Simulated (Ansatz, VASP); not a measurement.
Two plane-wave programs on AlNi

File INCAR:

```
ALGO     = Fast           # electronic algorithm
EDIFF    = 1E-7           # SCF threshold, eV
ENCUT    = 520            # plane-wave cutoff, eV
GGA      = PS             # functional
ISIF     = 2              # what is computed and relaxed
ISMEAR   = 0              # smearing method
LASPH    = T              # aspherical terms in the spheres
LCHARG   = T              # write CHGCAR
LELF     = T              # ELF
LREAL    = F              # projectors in reciprocal space
LVHAR    = T            
LWAVE    = F              # write WAVECAR
NBANDS   = 28             # bands
NELM     = 80             # most SCF steps
PREC     = Accurate       # precision mode
SIGMA    = 0.15           # smearing width, eV
```

KPOINTS

```
k-points
0
Gamma
  20 20 7
```

POSCAR

```
AlNi
1.0
    0.0000000000     -2.8621655562      0.0000000000
    0.0000000000      0.0000000000     -2.8621655562
   10.0864966686      0.0000000000      0.0000000000
Al Ni
3 3
Direct
    1.0000000000      0.0000000000      0.2128073928
    1.0000000000      0.0000000000      0.4965695008
    1.0000000000      0.0000000000      0.7803316087
    0.5000000000      0.5000000000      0.0709263389
    0.5000000000      0.5000000000      0.3546884468
    0.5000000000      0.5000000000      0.6384505547
```

Input for Ansatz:

```yaml
crystal:
  lattice:
    - [0.0, -2.8621655562, 0.0]
    - [0.0, 0.0, -2.8621655562]
    - [10.0864966686, 0.0, 0.0]
  atoms:
    - { symbol: Al, position: [1.0, 0.0, 0.2128073928] }
    - { symbol: Al, position: [1.0, 0.0, 0.4965695008] }
    - { symbol: Al, position: [1.0, 0.0, 0.7803316087] }
    - { symbol: Ni, position: [0.5, 0.5, 0.0709263389] }
    - { symbol: Ni, position: [0.5, 0.5, 0.3546884468] }
    - { symbol: Ni, position: [0.5, 0.5, 0.6384505547] }
basis:
  ecutwfc: 420
kpoints:
  mp_grid: { grid: [20, 20, 7] }
hamiltonian:
  xc: pbesol
scf:
  occupations: { method: gaussian, width: 0.15 }
output:
  forces: true
  stress: true
  eigenvalues: true
  write_density: true
  write_potential: true
  elf: true
  volumetric_format: npy
```

Alike in both runs: task single point; functional PBEsol; k mesh 20 × 20 × 7; occupations gaussian, width 0.15 eV; no spin polarisation.

|  | VASP | Ansatz |
| --- | --- | --- |
| version | VASP 6.6.1 | Ansatz 0.2.0 |
| potentials or method | VASP PAW PBE potentials, release 64 (Al, Ni), cutoff 520 eV | scalar-relativistic, plane waves, PAW |
| valence electrons in the cell | 39 | 63 |

```csv
,VASP,Ansatz,Ansatz less VASP
gap on the k mesh at the Fermi level (eV),none,none,-
pressure (GPa),-6.8,-7.0,-0.18
"traceless stress, the component that is largest in VASP (GPa)",-1.46,-1.43,+0.031
rms of the force components (eV/Å),0.300,0.301,+0.0009
```

VASP's potentials were made for PBE, not for PBEsol. Atom by atom the forces differ by 0.004 eV/Å (rms over components). A gap of «none» marks a metal or a gap that the smearing closes. The functional is the same, so the differences come from potentials, cutoffs and numerics. VASP's potentials hold 39 valence electrons a cell and Ansatz's 63, so a difference there can come from the potentials and not from the codes.
